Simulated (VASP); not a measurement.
GaP, 2 atoms in the cell. Symmetry: F-43m, No. 216, cubic system. Conventional cell: a = 5.412 Å, b = 5.412 Å, c = 5.412 Å, α = 90.00°, β = 90.00°, γ = 90.00°. Ga (site symmetry -43m) has 4 P at 2.34 Å within 3.1 Å. P (site symmetry -43m) has 4 Ga at 2.34 Å within 3.1 Å. 

* Program: VASP 6.6.1
* Task: single point
* Functional: r2SCAN
* Potentials or basis: VASP PAW PBE potentials, release 64 (Ga_d, P)
* Cutoff: 520 eV
* k mesh: 8 × 8 × 8
* Occupations: gaussian, width 0.01 eV
* Spin: no spin polarisation
* Dipole correction: no
* Further INCAR settings: ALGO = Normal; EDIFF = 1e-07; NBANDS = 16

Potentials or basis: VASP PAW PBE potentials, release 64 (Ga_d, P).

Command:

```sh
$ cat potpaw_PBE.64/Ga_d/POTCAR potpaw_PBE.64/P/POTCAR > POTCAR
$ cp INCAR.step1 INCAR
$ mpirun -np 1 vasp_std > vasp.out
$ cp INCAR.step2 INCAR
$ mpirun -np 1 vasp_std > vasp.out
```

Hardware: 1 thread of Intel(R) Xeon(R) Platinum 8259CL CPU @ 2.50GHz (Skylake/Cascade Lake) (shared host).

Q: Estimate the wall time of this run.

A: Run time: 64 s on 1 thread of Intel(R) Xeon(R) Platinum 8259CL CPU @ 2.50GHz (Skylake/Cascade Lake), on a shared host, peak memory 0.17 GiB. Counts: k points 29.
